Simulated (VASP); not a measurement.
# Zn (P6_3/mmc) in VASP: further runs, part 2 of 2

VASP 6.6.1. Earlier steps stand in the parts before.

### Step 4. Single point, PBE

This run uses another cell than the first one, of 14.57 Å³/atom, 0.980 times its volume.

INCAR

```
SYSTEM = Zn
PREC = Accurate
ENCUT = 520
EDIFF = 1E-7
ISMEAR = 1
SIGMA = 0.05
LREAL = .False.
LASPH = .True.
NELM = 100
ALGO = Normal
ISIF = 2
LWAVE = .False.
LCHARG = .False.
GGA = PE
NBANDS = 19
```

KPOINTS

```
Automatic mesh
0
Gamma
  9 9 5
  0 0 0
```

POSCAR

```
Zn
1.0
    2.7324770438      0.0000000000      0.0000000000
   -1.3662385219      2.3663945352      0.0000000000
    0.0000000000      0.0000000000      4.5060117614
Zn
2
Direct
    0.3333333333      0.6666666667      0.2500000000
    0.6666666667      0.3333333333      0.7500000000
```

Potentials or basis: VASP PAW PBE potentials, release 64 (Zn).

Run with:

```bash
cat potpaw_PBE.64/Zn/POTCAR > POTCAR
mpirun -np 1 vasp_std > vasp.out
```

OUTCAR:

```text
SYSTEM = Zn
   PREC = Accurate
   ENCUT = 520
   EDIFF = 1E-7
   ISMEAR = 1
   LREAL = .False.
   LASPH = .True.
   NELM = 100
   ISIF = 2
   GGA = PE

 ion  position               nearest neighbor table
   1  0.333  0.667  0.250-   2 2.75   2 2.75   2 2.75   2 2.75   2 2.75   2 2.75
   2  0.667  0.333  0.750-   1 2.75   1 2.75   1 2.75   1 2.75   1 2.75   1 2.75

  LATTYP: Found a hexagonal cell.
 ALAT       =     2.7324770438
 C/A-ratio  =     1.6490574995

  Lattice vectors:

 A1 = (   2.7324770438,   0.0000000000,   0.0000000000)
 A2 = (  -1.3662385219,   2.3663945352,   0.0000000000)
 A3 = (   0.0000000000,   0.0000000000,   4.5060117614)

Analysis of symmetry for initial positions (statically):
=====================================================================
 Subroutine PRICEL returns:
 Original cell was already a primitive cell.

 Routine SETGRP: Setting up the symmetry group for a
 hexagonal supercell.

 Subroutine GETGRP returns: Found 24 space group operations
 (whereof 12 operations were pure point group operations)
 out of a pool of 24 trial point group operations.

[... 155 lines left out ...]

 Free energy of the ion-electron system (eV)
  ---------------------------------------------------
  ext. energy  EPLUGINS =         0.00000000
  ---------------------------------------------------
  free energy    TOTEN  =        -2.17172133 eV

  energy without entropy =       -2.17110533  energy(sigma->0) =       -2.17151600

 E-fermi :   3.5463     XC(G=0): -11.7955

 val. band max:        3.3958919734   @ k =   0.2222   0.1111   0.0000
 cond. band min:       3.5519288988   @ k =   0.3333   0.3333   0.4000
 fundamental gap:      0.1560369254
 Fermi energy:         3.5462963731

 k-point     1 :       0.0000    0.0000    0.0000
  band No.  band energies     occupation
      1      -7.3098      2.00000
      2      -5.1883      2.00000
      3      -4.3985      2.00000
      4      -4.3401      2.00000
      5      -4.3401      2.00000
      6      -4.2496      2.00000
[... 505 lines left out ...]
      6      -4.3397      2.00000
[... 11 lines left out ...]
     18      13.2896      0.00000
     19      14.5231      0.00000

 [... further k-points ...]
[... 5 lines left out ...]
  --------------------------------------------------------------------------------------
  -------------------------------------------------------------------------------------
  Total        0.3194327      0.3194327      0.3148328      0.0000000      0.0000000      0.0000000
  in kB       17.5652373     17.5652373     17.3122925      0.0000000      0.0000000      0.0000000
  external PRESSURE =      17.4809224 kB  Pullay stress =       0.0000000 kB

 VOLUME and BASIS-vectors are now :
 -----------------------------------------------------------------------------
  energy-cutoff  :      520.00
  volume of cell :       29.14
      direct lattice vectors                 reciprocal lattice vectors
     2.732477044  0.000000000  0.000000000     0.365968308  0.211291901  0.000000000
    -1.366238522  2.366394535  0.000000000     0.000000000  0.422583802  0.000000000
     0.000000000  0.000000000  4.506011761     0.000000000  0.000000000  0.221925741

 POSITION                                       TOTAL-FORCE (eV/Angst)
 -----------------------------------------------------------------------------------
     -0.00000      1.57760      1.12650         0.000000      0.000000      0.000000
      1.36624      0.78880      3.37951        -0.000000      0.000000      0.000000
 -----------------------------------------------------------------------------------
    total drift:                               -0.000000      0.000000      0.000000

  FREE ENERGIE OF THE ION-ELECTRON SYSTEM (eV)
  ---------------------------------------------------
  free  energy   TOTEN  =        -2.1717213285 eV

  energy  without entropy=       -2.1711053304  energy(sigma->0) =       -2.17151600
```

OSZICAR:

```text
N       E                     dE             d eps       ncg     rms          rms(c)
DAV:   1     0.111195473537E+03    0.11120E+03   -0.12239E+04  1448   0.200E+03
DAV:   2     0.277033282821E+01   -0.10843E+03   -0.10503E+03  1377   0.296E+02
DAV:   3    -0.237130416142E+01   -0.51416E+01   -0.51236E+01  1538   0.703E+01
DAV:   4    -0.240134636803E+01   -0.30042E-01   -0.30035E-01  1530   0.548E+00
DAV:   5    -0.240138448489E+01   -0.38117E-04   -0.38117E-04  1498   0.179E-01    0.433E+00
DAV:   6    -0.218708528909E+01    0.21430E+00   -0.82110E-01  1514   0.194E+01    0.326E+00
DAV:   7    -0.217671076847E+01    0.10375E-01   -0.28406E-02  1687   0.286E+00    0.166E+00
DAV:   8    -0.217172077837E+01    0.49900E-02   -0.15894E-03  1872   0.592E-01    0.451E-02
DAV:   9    -0.217171844362E+01    0.23348E-05   -0.18526E-04  1955   0.172E-01    0.356E-02
DAV:  10    -0.217172202220E+01   -0.35786E-05   -0.19222E-05  1455   0.446E-02    0.368E-03
DAV:  11    -0.217172174216E+01    0.28004E-06   -0.90087E-08  1152   0.560E-03    0.214E-03
DAV:  12    -0.217172132370E+01    0.41845E-06   -0.41216E-08   774   0.379E-03    0.811E-05
DAV:  13    -0.217172132854E+01   -0.48321E-08   -0.16382E-08   747   0.129E-03
   1 F= -.21717213E+01 E0= -.21715160E+01  d E =-.615998E-03
```

stdout:

```text
POSCAR found type information on POSCAR Zn
 POSCAR found :  1 types and       2 ions
 scaLAPACK will be used
 LDA part: xc-table for (Slater+PW92), standard interpolation
 POSCAR, INCAR and KPOINTS ok, starting setup
 FFT: planning ... GRIDC
 FFT: planning ... GRID_SOFT
 FFT: planning ... GRID
 WAVECAR not read
 entering main loop
```

It took 16 s on 1 thread of Intel Xeon 6975P-C, shared host; peak memory 0.15 GiB.

What came out:

* Free energy: -2.1717 eV
* Pressure: 1.7 GPa
* Band gap on the k mesh: zero (band 12 reaches 4.95 eV, above the bottom of band 13 at 1.92 eV)

### Step 5. Relaxation of cell and atoms, PBE

This run uses another cell than the first one, of 15.36 Å³/atom, 1.033 times its volume.

INCAR

```
PREC = Accurate
ENCUT = 600
EDIFF = 1E-7
ISMEAR = 1
SIGMA = 0.05
LREAL = F
LASPH = T
NELM = 80
ALGO = Normal
ISIF = 3
LWAVE = F
LCHARG = F
GGA = PE
IBRION = 2
NSW = 60
EDIFFG = -0.01
```

KPOINTS

```
Automatic mesh
0
Gamma
  8 8 5
```

POSCAR

```
Zn
1.0
    2.7900000000      0.0000000000      0.0000000000
   -1.3950000000      2.4162108766      0.0000000000
    0.0000000000      0.0000000000      4.5560700000
Zn
2
Direct
    0.3333333333      0.6666666667      0.2500000000
    0.6666666667      0.3333333333      0.7500000000
```

Run with:

```bash
cat potpaw_PBE.64/Zn/POTCAR > POTCAR
mpirun -np 1 vasp_std > vasp.out
```

Run time: 52 s. Hardware: 1 thread of Intel Xeon 6975P-C, shared host; peak memory 0.16 GiB.

Results (log left out):

| Quantity | Value |
| --- | --- |
| Free energy | -2.2337 eV |
| Relaxed volume | 14.92 Å³/atom |
| Relaxed cell | a = 2.755 Å, b = 2.755 Å, c = 4.539 Å, α = 90.00°, β = 90.00°, γ = 120.00° |
| Space group after relaxing (to 0.05 Å) | P6_3/mmc (No. 194) |
| Energy gained by relaxing | 2.7 meV/atom |
| Ionic steps | 6 |
| Pressure after relaxing | 0.0 GPa |
| Band gap on the k mesh | zero (band 12 reaches 4.97 eV, above the bottom of band 13 at 1.72 eV) |

Step by step:
```
step  energy change (eV)  largest force (eV/Å)  pressure (GPa)  volume (Å³)
   1              0.0000                0.0000           -1.88        30.71
   2             -0.0053                0.0000           -0.10        29.92
   3             -0.0054                0.0000            0.05        29.85
   4             -0.0054                0.0000            0.09        29.83
   5             -0.0055                0.0000            0.03        29.84
   6             -0.0055                0.0000            0.03        29.85
```

Final structure:
```yaml
crystal:
  lattice:
    - [2.75541, 0.00000, 0.00000]
    - [-1.37771, 2.38626, 0.00000]
    - [0.00000, 0.00000, 4.53915]
  atoms:
    - { symbol: Zn, position: [0.33333, 0.66667, 0.25000] }
    - { symbol: Zn, position: [0.66667, 0.33333, 0.75000] }
```

Levels at points of the mesh, in eV from the Fermi level:
| k point | band 10 | band 11 | band 12 | band 13 | band 14 | band 15 |
| --- | --- | --- | --- | --- | --- | --- |
| (0.00, 0.00, 0.00) | -7.14 | -7.14 | -3.12 | -1.57 | 15.23 | 15.23 |
| (0.50, 0.00, 0.00) | -7.04 | -3.34 | -2.82 | 3.56 | 3.61 | 4.95 |

### Step 6. Overview

| task | cell | k mesh | cutoff (eV) | gap on the mesh (eV) | pressure (GPa) |
| --- | --- | --- | --- | --- | --- |
| single point | a = 2.751, b = 2.751, c = 4.536 Å, angles 90.0, 90.0, 120.0°, 2 atoms | 8 × 8 × 5 | 520 | none | 0.4 |
| single point | a = 2.769, b = 2.769, c = 4.567 Å, angles 90.0, 90.0, 120.0°, 2 atoms | 8 × 8 × 5 | 520 | none | -1.0 |
| single point | a = 2.732, b = 2.732, c = 4.506 Å, angles 90.0, 90.0, 120.0°, 2 atoms | 9 × 9 × 5 | 520 | none | 1.7 |
| relaxation of cell and atoms | relaxed from a = 2.790, b = 2.790, c = 4.556 Å, angles 90.0, 90.0, 120.0°, 2 atoms | 8 × 8 × 5 | 600 | none | 0.0 |

Alike in all rows: level PBE; potentials or basis VASP PAW PBE potentials, release 64 (Zn); no spin polarisation; smearing methfessel-paxton 0.05 eV.

Absolute energies hang on the potentials; compare differences alone.
